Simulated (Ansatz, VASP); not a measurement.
## Sb: VASP beside Ansatz

```xyz
2
Lattice="3.3654 0.0000 0.0000 -1.6827 2.9145 0.0000 0.0000 0.0000 5.5911" Properties=species:S:1:pos:R:3 pbc="T T T"
Sb    0.0000    1.9430    4.1933
Sb    1.6827    0.9715    1.3978
```

Alike in both runs: functional PBE; k mesh 18 × 18 × 10; occupations gaussian, width 0.1 eV; no spin polarisation.

Ansatz relaxed the structure, and its values are those at the end. VASP's run is a single point on that final structure, the one shown.

```csv
,VASP,Ansatz
version,VASP 6.6.1,Ansatz 0.2.0
potentials or method,"VASP PAW PBE potentials, release 64 (Sb), cutoff 520 eV","scalar-relativistic, plane waves, PAW"
valence electrons in the cell,10,30
```

VASP gave:

* gap on the k mesh at the Fermi level (eV): none
* pressure (GPa): -0.2

Question: Which values does Ansatz return?

Answer: gap on the k mesh at the Fermi level (eV): none; pressure (GPa): 0.0.

A gap of «none» marks a metal or a gap that the smearing closes. VASP's potentials hold 10 valence electrons a cell and Ansatz's 30, so a difference there can come from the potentials and not from the codes.

Spin-orbit coupling is off throughout.
